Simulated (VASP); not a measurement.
# BAs (I-4m2) in VASP: notebook, part 2 of 2

VASP 6.6.1.

## Step 4: Single point, PBE (epitaxial xy strain +3.0%)

File INCAR:

```
ALGO     = Normal         # electronic algorithm
EDIFF    = 1E-6           # SCF threshold, eV
ENCUT    = 520            # plane-wave cutoff, eV
GGA      = PE             # functional
ISIF     = 2              # what is computed and relaxed
ISMEAR   = -1             # smearing method
LASPH    = True           # aspherical terms in the spheres
LCHARG   = False          # write CHGCAR
LREAL    = False          # projectors in reciprocal space
LWAVE    = False          # write WAVECAR
NBANDS   = 11             # bands
NELM     = 100            # most SCF steps
PREC     = Accurate       # precision mode
SIGMA    = 0.02           # smearing width, eV
```

File KPOINTS:

```
k-points
0
Gamma
  10 10 10
```

File POSCAR:

```
BAs
1.0
    0.0000000000      2.4636236322      2.3586458026
    2.4636236322      0.0000000000      2.3586458026
    2.4636236322      2.4636236322      0.0000000000
B As
1 1
Direct
    0.0000000000      0.0000000000      0.0000000000
    0.2500000000      0.2500000000      0.2500000000
```

Potentials or basis: VASP PAW PBE potentials, release 64 (B, As).

Run with:

```console
cat potpaw_PBE.64/B/POTCAR potpaw_PBE.64/As/POTCAR > POTCAR
mpirun -np 1 vasp_std > vasp.out
```

OUTCAR:

```text
EDIFF = 1E-6
   ENCUT = 520
   GGA = PE
   ISIF = 2
   ISMEAR = -1
   LASPH = True
   LREAL = False
   NELM = 100
   PREC = Accurate

 ion  position               nearest neighbor table
   1  0.000  0.000  0.000-   2 2.10   2 2.10   2 2.10   2 2.10
   2  0.250  0.250  0.250-   1 2.10   1 2.10   1 2.10   1 2.10

  LATTYP: Found a body centered tetragonal cell.
 ALAT       =     3.4840899532
 C/A-ratio  =     1.3539522999

  Lattice vectors:

 A1 = (   0.0000000000,  -2.4636236322,  -2.3586458026)
 A2 = (   0.0000000000,   2.4636236322,  -2.3586458026)
 A3 = (   2.4636236322,   0.0000000000,   2.3586458026)

Analysis of symmetry for initial positions (statically):
=====================================================================
 Subroutine PRICEL returns:
 Original cell was already a primitive cell.

 Routine SETGRP: Setting up the symmetry group for a
 body centered tetragonal supercell.

 Subroutine GETGRP returns: Found  8 space group operations
 (whereof  8 operations were pure point group operations)
 out of a pool of 16 trial point group operations.

The static configuration has the point symmetry D_2d.
[... 171 lines left out ...]
      2       5.4643      2.00000
      3       5.4643      2.00000
      4       5.8540      2.00000
      5       8.6342      0.00000
      6       8.9154      0.00000
      7       8.9154      0.00000
      8       9.6417      0.00000
      9      14.9526      0.00000
     10      17.7834      0.00000
     11      18.8065      0.00000
[... 309 lines left out ...]
 k-point    24 :       0.4000    0.3000    0.0000
  band No.  band energies     occupation
      1      -6.7290      2.00000
      2      -0.5547      2.00000
      3       1.7158      2.00000
      4       2.0514      2.00000
      5       6.9606      0.00000
      6       8.7606      0.00000
      7      14.1286      0.00000
      8      14.3019      0.00000
      9      17.4704      0.00000
     10      20.9218      0.00000
     11      21.0200      0.00000

 [... further k-points ...]

------------------------ aborting loop because EDIFF is reached ----------------------------------------

  FORCE on cell =-STRESS in cart. coord.  units (eV):
  Direction    XX          YY          ZZ          XY          YZ          ZX
  --------------------------------------------------------------------------------------
  -------------------------------------------------------------------------------------
  Total       -1.0333349     -1.0333349      0.4022553      0.0000000     -0.0000000      0.0000000
  in kB      -57.8242812    -57.8242812     22.5097604      0.0000000     -0.0000000      0.0000000
  external PRESSURE =     -31.0462673 kB  Pullay stress =       0.0000000 kB

 VOLUME and BASIS-vectors are now :
 -----------------------------------------------------------------------------
  energy-cutoff  :      520.00
  volume of cell :       28.63
      direct lattice vectors                 reciprocal lattice vectors
     0.000000000  2.463623632  2.358645803    -0.202953078  0.202953078  0.211986047
     2.463623632  0.000000000  2.358645803     0.202953078 -0.202953078  0.211986047
     2.463623632  2.463623632  0.000000000     0.202953078  0.202953078 -0.211986047

 POSITION                                       TOTAL-FORCE (eV/Angst)
 -----------------------------------------------------------------------------------
      0.00000      0.00000      0.00000        -0.000000     -0.000000     -0.000000
      1.23181      1.23181      1.17932         0.000000      0.000000      0.000000
 -----------------------------------------------------------------------------------
    total drift:                                0.000000      0.000000     -0.000000

  FREE ENERGIE OF THE ION-ELECTRON SYSTEM (eV)
  ---------------------------------------------------
  free  energy   TOTEN  =       -11.3856271376 eV

  energy  without entropy=      -11.3856271371  energy(sigma->0) =      -11.38562714
```

OSZICAR:

```text
N       E                     dE             d eps       ncg     rms          rms(c)
DAV:   1     0.116947380767E+02    0.11695E+02   -0.37544E+03  2244   0.639E+02
DAV:   2    -0.112590445798E+02   -0.22954E+02   -0.22117E+02  3036   0.104E+02
DAV:   3    -0.119293692591E+02   -0.67032E+00   -0.66915E+00  2823   0.164E+01
DAV:   4    -0.119311265238E+02   -0.17573E-02   -0.17572E-02  2479   0.974E-01
DAV:   5    -0.119311295285E+02   -0.30047E-05   -0.30047E-05  2699   0.422E-02    0.459E+00
DAV:   6    -0.114392219418E+02    0.49191E+00   -0.14379E+00  2358   0.473E+00    0.224E+00
DAV:   7    -0.113912704114E+02    0.47952E-01   -0.15592E-01  2633   0.196E+00    0.945E-01
DAV:   8    -0.113851655063E+02    0.61049E-02   -0.18961E-02  2508   0.773E-01    0.935E-02
DAV:   9    -0.113854641366E+02   -0.29863E-03   -0.78837E-04  2592   0.157E-01    0.533E-02
DAV:  10    -0.113856207699E+02   -0.15663E-03   -0.19338E-04  2376   0.843E-02    0.117E-02
DAV:  11    -0.113856267651E+02   -0.59951E-05   -0.55755E-06  2763   0.157E-02    0.938E-03
DAV:  12    -0.113856271376E+02   -0.37255E-06   -0.28356E-06  2361   0.921E-03
   1 F= -.11385627E+02 E0= -.11385627E+02  d E =-.495068E-09
```

stdout:

```text
POSCAR found type information on POSCAR B As
 POSCAR found :  2 types and       2 ions
 scaLAPACK will be used
 LDA part: xc-table for (Slater+PW92), standard interpolation
 POSCAR, INCAR and KPOINTS ok, starting setup
 FFT: planning ... GRIDC
 FFT: planning ... GRID_SOFT
 FFT: planning ... GRID
 WAVECAR not read
 entering main loop
```

Wall time 41 s (1 thread of Intel Xeon 8259CL, shared host); peak memory 0.18 GiB.

What came out:

```yaml
Free_energy: -11.3856 eV
Pressure: -3.1 GPa
Band_gap_on_the_k_mesh: 0.60 eV, indirect (least direct gap 2.78 eV)
```

Stress tensor (GPa, compression positive):
```
-5.78  0.00  0.00
 0.00 -5.78  0.00
 0.00  0.00  2.25
```

Levels at points of the mesh, in eV from the valence-band top:
```tsv
k point	band 1	band 2	band 3	band 4	band 5	band 6	band 7	band 8	band 9
(0.00, 0.00, 0.00)	-15.22	-0.39	-0.39	0.00	2.78	3.06	3.06	3.79	9.10
(0.50, 0.00, 0.00)	-12.52	-8.69	-2.23	-1.76	2.07	4.30	4.71	8.52	12.04
(0.50, 0.50, 0.00)	-11.07	-8.29	-4.39	-4.39	0.89	0.91	10.66	10.66	12.42
(0.50, 0.00, 0.50)	-11.39	-8.63	-4.03	-3.96	1.40	1.40	10.29	10.81	11.97
```

Caveat: the cell differs from its parent crystal (epitaxial xy strain +3.0%). A k mesh can miss the band edges.

## Step 5: Single point, PBE (epitaxial xy strain +4.0%)

File INCAR:

```
SYSTEM = BAs
  ALGO = Normal
  EDIFF = 1E-7
  ENCUT = 520
  GGA = PE
  ISIF = 2
  ISMEAR = -1
  LASPH = .True.
  LCHARG = .True.
  LELF = .True.
  LREAL = .False.
  LVHAR = .True.
  LWAVE = .False.
  NBANDS = 11
  NELM = 60
  PREC = Accurate
  SIGMA = 0.02
```

File KPOINTS:

```
k-points
0
Gamma
  10 10 10
  0 0 0
```

File POSCAR:

```
BAs
1.0
    0.0000000000      2.4875423082      2.3474255164
    2.4875423082      0.0000000000      2.3474255164
    2.4875423082      2.4875423082      0.0000000000
B As
1 1
Direct
    0.0000000000      0.0000000000      0.0000000000
    0.2500000000      0.2500000000      0.2500000000
```

Run with:

```console
cat potpaw_PBE.64/B/POTCAR potpaw_PBE.64/As/POTCAR > POTCAR
mpirun -np 1 vasp_std > vasp.out
```

Run time: 45 s. Hardware: 1 thread of Intel Xeon 8259CL, shared host; peak memory 0.18 GiB.

The run converged. Its results:

```
Free energy            : -11.3594 eV
Pressure               : -4.8 GPa
Band gap on the k mesh : 0.43 eV, indirect (least direct gap 2.63 eV)
```

Stress tensor (GPa, compression positive):
```
-8.22  0.00  0.00
 0.00 -8.22  0.00
 0.00  0.00  2.10
```

Levels at points of the mesh, in eV from the valence-band top:
| k point | band 2 | band 3 | band 4 | band 5 | band 6 | band 7 |
| --- | --- | --- | --- | --- | --- | --- |
| (0.00, 0.00, 0.00) | -0.51 | -0.51 | 0.00 | 2.63 | 3.01 | 3.01 |
| (0.50, 0.00, 0.00) | -8.67 | -2.36 | -1.74 | 1.86 | 4.16 | 4.72 |
| (0.50, 0.50, 0.00) | -8.22 | -4.49 | -4.49 | 0.72 | 0.75 | 10.46 |
| (0.50, 0.00, 0.50) | -8.66 | -4.01 | -3.92 | 1.39 | 1.39 | 9.95 |

Caveat: the cell differs from its parent crystal (epitaxial xy strain +4.0%).

## Step 6: Summary

```tsv
cell	k mesh	smearing	gap on the mesh (eV)	pressure (GPa)
a = 3.411, b = 3.411, c = 3.484 Å, angles 59.3, 59.3, 61.4°, 2 atoms	6 × 6 × 6	gaussian 0.01 eV	0.70	-3.1
a = 3.420, b = 3.420, c = 3.518 Å, angles 59.1, 59.1, 61.9°, 2 atoms	6 × 6 × 6	gaussian 0.01 eV	0.52	-4.8
a = 3.411, b = 3.411, c = 3.484 Å, angles 59.3, 59.3, 61.4°, 2 atoms	10 × 10 × 10	fermi-dirac 0.02 eV	0.60	-3.1
a = 3.420, b = 3.420, c = 3.518 Å, angles 59.1, 59.1, 61.9°, 2 atoms	10 × 10 × 10	fermi-dirac 0.02 eV	0.43	-4.8
```

Alike in all rows: task single point; level PBE; potentials or basis VASP PAW PBE potentials, release 64 (B, As); no spin polarisation; cutoff (eV) 520.

Total energies depend on the potentials used, so only differences within one code and one set of settings carry meaning.
